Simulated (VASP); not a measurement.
# Al3Cu (P4/mmm) in VASP: notebook

Al3Cu is run at these levels: PBEsol; tasks: single point.

Program: VASP 6.6.1. These are calculated values, not measurements. Logs are shortened: lines on timing, memory, paths and dates and some standing lists are left out, and cuts for length are marked.

**1. The cell of the first run**

It takes space group P4/mmm (No. 123, tetragonal). The conventional cell has a = 2.696 Å, b = 2.696 Å, c = 7.696 Å, α = 90.00°, β = 90.00°, γ = 90.00°. Al (site symmetry 4/mmm) has 12 Al at 2.70 to 2.85 Å within 3.6 Å. Al (site symmetry 4mm) has 4 Cu at 2.57 Å and 9 Al at 2.70 to 3.46 Å within 3.5 Å. Within 3.4 Å of Cu (site symmetry 4/mmm) lie 8 Al at 2.57 Å and 4 Cu at 2.70 Å.

**2. Single point, PBEsol (biaxial strain in the a-b plane: -3.0 %, then relaxed in part)**

Input file INCAR:

```
PREC = Accurate
ENCUT = 520
EDIFF = 1E-7
ISMEAR = 0
SIGMA = 0.1
LREAL = False
LASPH = True
NELM = 100
ALGO = Fast
ISIF = 2
LWAVE = False
LCHARG = True
GGA = PS
LELF = True
LVHAR = True
NBANDS = 18
```

Input file KPOINTS:

```
Automatic mesh
0
Gamma
  18 18 8
```

Input file POSCAR:

```
Al3Cu
1.0
    2.6962925199      0.0000000000      0.0000000000
    0.0000000000      2.6962925199      0.0000000000
    0.0000000000      0.0000000000      7.6959572938
Al Cu
3 1
Direct
    0.0000000000      0.0000000000      0.5000000000
    0.5000000000      0.5000000000      0.2247241414
    0.5000000000      0.5000000000      0.7752758586
    0.0000000000      0.0000000000      0.0000000000
```

Potentials or basis: VASP PAW PBE potentials, release 64 (Al, Cu).

On the command line:

```
$ cat potpaw_PBE.64/Al/POTCAR potpaw_PBE.64/Cu/POTCAR > POTCAR
$ mpirun -np 1 vasp_std > vasp.out
```

OUTCAR:

```text
PREC = Accurate
   ENCUT = 520
   EDIFF = 1E-7
   ISMEAR = 0
   LREAL = False
   LASPH = True
   NELM = 100
   ISIF = 2
   GGA = PS

 ion  position               nearest neighbor table
   1  0.000  0.000  0.500-   2 2.85   3 2.85   2 2.85   3 2.85   2 2.85   3 2.85   2 2.85   3 2.85

   2  0.500  0.500  0.225-   4 2.57   4 2.57   4 2.57   4 2.57   1 2.85   1 2.85   1 2.85   1 2.85

   3  0.500  0.500  0.775-   4 2.57   4 2.57   4 2.57   4 2.57   1 2.85   1 2.85   1 2.85   1 2.85

   4  0.000  0.000  0.000-   2 2.57   3 2.57   2 2.57   3 2.57   2 2.57   3 2.57   2 2.57   3 2.57

  LATTYP: Found a simple tetragonal cell.
 ALAT       =     2.6962925199
 C/A-ratio  =     2.8542738731

  Lattice vectors:

 A1 = (   2.6962925199,   0.0000000000,   0.0000000000)
 A2 = (   0.0000000000,   2.6962925199,   0.0000000000)
 A3 = (   0.0000000000,   0.0000000000,   7.6959572938)

Analysis of symmetry for initial positions (statically):
=====================================================================
 Subroutine PRICEL returns:
 Original cell was already a primitive cell.

 Routine SETGRP: Setting up the symmetry group for a
 simple tetragonal supercell.

 Subroutine GETGRP returns: Found 16 space group operations
 (whereof 16 operations were pure point group operations)
 out of a pool of 16 trial point group operations.

The static configuration has the point symmetry D_4h.

Analysis of symmetry for dynamics (positions and initial velocities):
=====================================================================
 Subroutine PRICEL returns:
 Original cell was already a primitive cell.

 Routine SETGRP: Setting up the symmetry group for a
 simple tetragonal supercell.

 Subroutine GETGRP returns: Found 16 space group operations
 (whereof 16 operations were pure point group operations)
 out of a pool of 16 trial point group operations.

The dynamic configuration has the point symmetry D_4h.

 Subroutine INISYM returns: Found 16 space group operations
 (whereof 16 operations are pure point group operations),
 and found     1 'primitive' translations

----------------------------------------------------------------------------------------

                                     Primitive cell

  volume of cell :      55.9496

  direct lattice vectors                    reciprocal lattice vectors
     2.696292520  0.000000000  0.000000000     0.370879640  0.000000000  0.000000000
     0.000000000  2.696292520  0.000000000     0.000000000  0.370879640  0.000000000
     0.000000000  0.000000000  7.695957294     0.000000000  0.000000000  0.129938351

  length of vectors
     2.696292520  2.696292520  7.695957294     0.370879640  0.370879640  0.129938351

  position of ions in fractional coordinates (direct lattice)
     0.000000000  0.000000000  0.500000000
     0.500000000  0.500000000  0.224724141
     0.500000000  0.500000000  0.775275859
     0.000000000  0.000000000  0.000000000

  ion indices of the primitive-cell ions
   primitive index   ion index
                 1           1
                 2           2
                 3           3
                 4           4

----------------------------------------------------------------------------------------

 KPOINTS: Automatic mesh

Automatic generation of k-mesh.
 Grid dimensions read from file:
 generate k-points for:   18   18    8

 Generating k-lattice:

  Cartesian coordinates                     Fractional coordinates (reciprocal lattice)
     0.020604424  0.000000000  0.000000000     0.055555556  0.000000000  0.000000000
     0.000000000  0.020604424  0.000000000     0.000000000  0.055555556  0.000000000
     0.000000000  0.000000000  0.016242294     0.000000000  0.000000000  0.125000000

  Length of vectors
     0.020604424  0.020604424  0.016242294

  Shift w.r.t. Gamma in fractional coordinates (k-lattice)
     0.000000000  0.000000000  0.000000000

 Subroutine IBZKPT returns following result:
 ===========================================

 Found    275 irreducible k-points:

 Following reciprocal coordinates:
            Coordinates               Weight
  0.000000  0.000000  0.000000      1.000000
  0.055556  0.000000  0.000000      4.000000
  0.111111  0.000000  0.000000      4.000000
  0.166667  0.000000  0.000000      4.000000
  0.222222  0.000000  0.000000      4.000000
  0.277778  0.000000  0.000000      4.000000
[... 16 lines left out ...]
  0.277778  0.111111  0.000000      8.000000
  0.333333  0.111111  0.000000      8.000000
 [... further k-points ...]
   k-points           NKPTS =    275   k-points in BZ     NKDIM =    275   number of bands    NBANDS=     18
   number of dos      NEDOS =    301   number of ions     NIONS =      4
   total plane-waves  NPLWV =  24000
   dimension x,y,z NGX =    20 NGY =   20 NGZ =   60
   dimension x,y,z NGXF=    40 NGYF=   40 NGZF=  120
   ions per type =               3   1
   NGX,Y,Z   is equivalent  to a cutoff of  12.33, 12.33, 12.96 a.u.
   NGXF,Y,Z  is equivalent  to a cutoff of  24.66, 24.66, 25.92 a.u.
 SYSTEM =  unknown system
   PREC   = accura    normal or accurate (medium, high low for compatibility)
   ISTART =      0    job   : 0-new  1-cont  2-samecut
   ICHARG =      2    charge: 1-file 2-atom 10-const
   ISPIN  =      1    spin polarized calculation?
   LNONCOLLINEAR =      F non collinear calculations
   LSORBIT =      F    spin-orbit coupling
   LASPH  =      T    aspherical Exc in radial PAW
   ENCUT  =  520.0 eV  38.22 Ry    6.18 a.u.   5.01  5.01 14.31*2*pi/ulx,y,z
   NELM   =    100;   NELMIN=  2; NELMDL= -5     # of ELM steps
   EDIFF  = 0.1E-06   stopping-criterion for ELM
   LREAL  =      F    real-space projection
   EDIFFG = 0.1E-05   stopping-criterion for IOM
   NSW    =      0    number of steps for IOM
   IBRION =     -1    ionic relax: 0-MD 1-quasi-New 2-CG
   NFREE  =      0    steps in history (QN), initial steepest desc. (CG)
   ISIF   =      2    stress and relaxation
   ISYM   =      2    0-nonsym 1-usesym 2-fastsym
   POTIM  = 0.5000    time-step for ionic-motion
   TEBEG  =    0.0;   TEEND  =   0.0 temperature during run
   PSTRESS=    0.0 pullay stress
   NELECT =      20.0000    total number of electrons
   NUPDOWN=      -1.0000    fix difference up-down
   EMIN   =  10.00;   EMAX   =-10.00  energy-range for DOS
   EFERMI =   0.00;   METHOD = LEGACY
   ISMEAR =     0;   SIGMA  =   0.10  broadening in eV -4-tet -1-fermi 0-gaus
   EFERMI_NEDOS =   21; number of points for ismear=-14 and -15
   IALGO  =     68    algorithm
   IMIX   =      4    mixing-type and parameters
     AMIX     =   0.40;   BMIX     =  1.00
     AMIX_MAG =   1.60;   BMIX_MAG =  1.00
  volume/ion in A,a.u.               =      13.99        94.39
  Fermi-wavevector in a.u.,A,eV,Ry     =   1.161857  2.195591 18.366658  1.349911
  Thomas-Fermi vector in A             =   2.298424
   LORBIT       =      0    0 simple, 1 ext, 2 COOP (PROOUT), +10 PAW based schemes
   GGA     = PS    functional components
   LHFCALC =     F    Hartree Fock is set to
   AEXX    =    0.0000 exact exchange contribution
   IVDW    =     0    specifies the selected vdW correction
   LEPSILON=     F    determine dielectric tensor
   LRPA    =     F    only Hartree local field effects (RPA)
 non-spin polarized calculation
 RMM-DIIS sequential band-by-band and
 Gauss-broadening in eV      SIGMA  =   0.10
  energy-cutoff  :      520.00
  volume of cell :       55.95
 maximum number of plane-waves:      1540
   NGX = 11   NGY = 11   NGZ = 29

 number of electron      19.9999992 magnetization

 Free energy of the ion-electron system (eV)
  ---------------------------------------------------
  ext. energy  EPLUGINS =         0.00000000
  ---------------------------------------------------
  free energy    TOTEN  =       -16.89069587 eV

  energy without entropy =      -16.88524293  energy(sigma->0) =      -16.88796940

 E-fermi :   8.9714     XC(G=0): -11.1485

 val. band max:        8.9603024914   @ k =   0.5000   0.2778   0.3750
 cond. band min:       8.9736351721   @ k =   0.3333   0.0000   0.1250
 fundamental gap:      0.0133326807
 Fermi energy:         8.9713998657

 k-point     1 :       0.0000    0.0000    0.0000
  band No.  band energies     occupation
      1      -2.6153      2.00000
      2      -0.2978      2.00000
      3       0.0651      2.00000
      4       4.2356      2.00000
      5       4.2373      2.00000
      6       5.2536      2.00000
[... 10 lines left out ...]
     17      18.6882      0.00000
     18      18.9052      0.00000

 k-point     2 :       0.0556    0.0000    0.0000
  band No.  band energies     occupation
      1      -2.5519      2.00000
      2      -0.2402      2.00000
      3       0.1289      2.00000
      4       4.2473      2.00000
      5       4.2601      2.00000
      6       5.1963      2.00000
[... 10 lines left out ...]
     17      18.7413      0.00000
     18      19.1087      0.00000

 k-point     3 :       0.1111    0.0000    0.0000
  band No.  band energies     occupation
      1      -2.3619      2.00000
      2      -0.0682      2.00000
      3       0.3194      2.00000
      4       4.2770      2.00000
      5       4.3282      2.00000
      6       5.0612      2.00000
[... 10 lines left out ...]
     17      18.8670      0.00000
     18      19.2003      0.00000

 k-point     4 :       0.1667    0.0000    0.0000
  band No.  band energies     occupation
      1      -2.0465      2.00000
      2       0.2159      2.00000
      3       0.6346      2.00000
      4       4.3221      2.00000
      5       4.4284      2.00000
      6       4.9019      2.00000
[... 10 lines left out ...]
     17      19.1166      0.00000
     18      19.4835      0.00000

 k-point     5 :       0.2222    0.0000    0.0000
  band No.  band energies     occupation
      1      -1.6076      2.00000
      2       0.6072      2.00000
      3       1.0708      2.00000
      4       4.3755      2.00000
      5       4.5391      2.00000
      6       4.7474      2.00000
[... 10 lines left out ...]
     17      19.2094      0.00000
     18      19.4554      0.00000

 k-point     6 :       0.2778    0.0000    0.0000
  band No.  band energies     occupation
      1      -1.0480      2.00000
      2       1.0967      2.00000
      3       1.6210      2.00000
      4       4.4248      2.00000
      5       4.6111      2.00000
      6       4.6252      2.00000
[... 10 lines left out ...]
     17      19.4717      0.00000
     18      19.8480      0.00000

 k-point     7 :       0.3333    0.0000    0.0000
  band No.  band energies     occupation
      1      -0.3716      2.00000
      2       1.6662      2.00000
      3       2.2719      2.00000
      4       4.4238      2.00000
      5       4.5006      2.00000
      6       4.6381      2.00000
[... 10 lines left out ...]
     17      20.0511      0.00000
     18      20.4323      0.00000

 k-point     8 :       0.3889    0.0000    0.0000
  band No.  band energies     occupation
      1       0.4147      2.00000
      2       2.2747      2.00000
      3       2.9875      2.00000
      4       4.1210      2.00000
      5       4.4219      2.00000
      6       4.6261      2.00000
[... 10 lines left out ...]
     17      20.6752      0.00000
     18      21.1026      0.00000
[... 229 lines left out ...]
     17      19.5875      0.00000
     18      21.0648      0.00000

 k-point    20 :       0.1111    0.1111    0.0000
  band No.  band energies     occupation
      1      -2.1094      2.00000
      2       0.1597      2.00000
      3       0.5721      2.00000
      4       4.3472      2.00000
      5       4.3903      2.00000
      6       5.0522      2.00000
[... 10 lines left out ...]
     17      19.1158      0.00000
     18      20.5618      0.00000

 k-point    21 :       0.1667    0.1111    0.0000
  band No.  band energies     occupation
      1      -1.7953      2.00000
      2       0.4413      2.00000
      3       0.8852      2.00000
      4       4.4045      2.00000
      5       4.4784      2.00000
      6       4.9369      2.00000
[... 10 lines left out ...]
     17      19.3318      0.00000
     18      20.4915      0.00000

 k-point    22 :       0.2222    0.1111    0.0000
  band No.  band energies     occupation
      1      -1.3581      2.00000
      2       0.8285      2.00000
      3       1.3177      2.00000
      4       4.4667      2.00000
      5       4.5795      2.00000
      6       4.7924      2.00000
[... 10 lines left out ...]
     17      18.6554      0.00000
     18      19.8410      0.00000

 k-point    23 :       0.2778    0.1111    0.0000
  band No.  band energies     occupation
      1      -0.8008      2.00000
      2       1.3112      2.00000
      3       1.8617      2.00000
      4       4.5230      2.00000
      5       4.6527      2.00000
      6       4.6589      2.00000
[... 10 lines left out ...]
     17      17.3616      0.00000
     18      18.8208      0.00000

 k-point    24 :       0.3333    0.1111    0.0000
  band No.  band energies     occupation
      1      -0.1278      2.00000
      2       1.8693      2.00000
      3       2.5025      2.00000
      4       4.4998      2.00000
      5       4.5487      2.00000
      6       4.6792      2.00000
[... 10 lines left out ...]
     17      17.4046      0.00000
     18      18.7518      0.00000

 [... further k-points ...]
[... 5 lines left out ...]
  --------------------------------------------------------------------------------------
  -------------------------------------------------------------------------------------
  Total        2.9511333      2.9511333      0.0936759      0.0000000      0.0000000     -0.0000000
  in kB       84.5089586     84.5089586      2.6825137      0.0000000      0.0000000     -0.0000000
  external PRESSURE =      57.2334770 kB  Pullay stress =       0.0000000 kB

 VOLUME and BASIS-vectors are now :
 -----------------------------------------------------------------------------
  energy-cutoff  :      520.00
  volume of cell :       55.95
      direct lattice vectors                 reciprocal lattice vectors
     2.696292520  0.000000000  0.000000000     0.370879640  0.000000000  0.000000000
     0.000000000  2.696292520  0.000000000     0.000000000  0.370879640  0.000000000
     0.000000000  0.000000000  7.695957294     0.000000000  0.000000000  0.129938351

 POSITION                                       TOTAL-FORCE (eV/Angst)
 -----------------------------------------------------------------------------------
      0.00000      0.00000      3.84798         0.000000     -0.000000      0.000000
      1.34815      1.34815      1.72947         0.000000     -0.000000      0.021222
      1.34815      1.34815      5.96649        -0.000000      0.000000     -0.021222
      0.00000      0.00000      0.00000         0.000000     -0.000000      0.000000
 -----------------------------------------------------------------------------------
    total drift:                               -0.000000     -0.000000     -0.000000

  FREE ENERGIE OF THE ION-ELECTRON SYSTEM (eV)
  ---------------------------------------------------
  free  energy   TOTEN  =       -16.8906958726 eV

  energy  without entropy=      -16.8852429255  energy(sigma->0) =      -16.88796940
```

Run time: 2.8 min. Hardware: 1 thread of AMD EPYC 9R45 (Zen 5), shared host; peak memory 0.33 GiB.

What came out:

```
Free energy            : -16.8907 eV
Pressure               : 5.7 GPa
Largest force          : 0.021 eV/Å
Band gap on the k mesh : zero (bands 10 and 11 overlap by 5.48 eV)
```

Forces in eV/Å, atoms in the order of the input:
```
Al   0.000  0.000  0.000
Al   0.000  0.000  0.021
Al   0.000  0.000 -0.021
Cu   0.000  0.000  0.000
```

Levels at points of the mesh, in eV from the Fermi level:
```csv
k point,band 6,band 7,band 8,band 9,band 10,band 11,band 12,band 13,band 14,band 15
"(0.00, 0.00, 0.00)",-3.72,-3.72,-3.27,-2.44,-0.06,6.69,7.45,7.45,8.15,9.49
"(0.50, 0.00, 0.00)",-4.20,-3.86,-3.79,-3.61,-2.52,-1.80,2.29,3.64,3.68,4.80
"(0.50, 0.50, 0.00)",-2.42,-2.42,-0.30,-0.12,0.22,0.22,0.48,0.48,0.74,2.47
"(0.00, 0.00, 0.50)",-3.86,-3.72,-3.72,-3.27,3.29,4.89,6.66,7.95,7.95,8.14
"(0.50, 0.00, 0.50)",-4.48,-3.79,-3.61,-2.68,-1.28,-1.19,-0.03,0.64,8.15,8.28
"(0.50, 0.50, 0.50)",-1.70,-1.70,-1.62,-1.62,-0.34,-0.33,0.81,2.12,3.26,3.26
```

Caveat: the cell differs from its parent crystal (biaxial strain in the a-b plane: -3.0 %, then relaxed in part); the cell stands under pressure; the PAW data sets were made with another functional, which shifts forces and pressure a little.

(Continued in part 2 of 2.)
